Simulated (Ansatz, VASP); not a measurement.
**BP: VASP beside Ansatz**

The input INCAR:

```
ALGO = Normal
EDIFF = 1E-6
ENCUT = 500
GGA = PE
GGA_COMPAT = F
ISIF = 2
ISMEAR = 0
LASPH = T
LCHARG = T
LELF = T
LREAL = F
LVHAR = T
LWAVE = F
NBANDS = 11
NELM = 120
PREC = Accurate
SIGMA = 0.02
```

Contents of KPOINTS:

```
k-points
0
Gamma
  10 10 10
```

File POSCAR:

```
BP
1.0
    0.0000000000      2.2512123120      2.2512123120
    2.2512123120      0.0000000000      2.2512123120
    2.2512123120      2.2512123120      0.0000000000
B P
1 1
Direct
    0.0000000000      0.0000000000      0.0000000000
    0.2500000000      0.2500000000      0.2500000000
```

Input for Ansatz:

```yaml
crystal:
  lattice:
    - [0.0, 2.251212312, 2.251212312]
    - [2.251212312, 0.0, 2.251212312]
    - [2.251212312, 2.251212312, 0.0]
  atoms:
    - { symbol: B, position: [0.0, 0.0, 0.0] }
    - { symbol: P, position: [0.25, 0.25, 0.25] }
basis: {}
kpoints:
  mp_grid: { grid: [10, 10, 10] }
hamiltonian:
  xc: pbe
  pseudopotentials: { kind: nc }
scf:
  occupations: { method: gaussian, width: 0.02 }
output:
  forces: true
  stress: true
  eigenvalues: true
```

Alike in both runs: task single point; functional PBE; k mesh 10 × 10 × 10; occupations gaussian, width 0.02 eV; no spin polarisation.

|  | VASP | Ansatz |
| --- | --- | --- |
| version | VASP 6.6.1 | Ansatz 0.2.0 |
| potentials or method | VASP PAW PBE potentials, release 64 (B, P) | scalar-relativistic, plane waves |
| plane-wave cutoff (eV) | 500 | 1116 |
| valence electrons in the cell | 8 | 8 |

```csv
,VASP,Ansatz,Ansatz less VASP
gap on the k mesh at the Fermi level (eV),1.21,1.21,+0.008
least direct gap on the mesh (eV),3.44,3.44,+0.003
pressure (GPa),5.0,5.2,+0.23
```
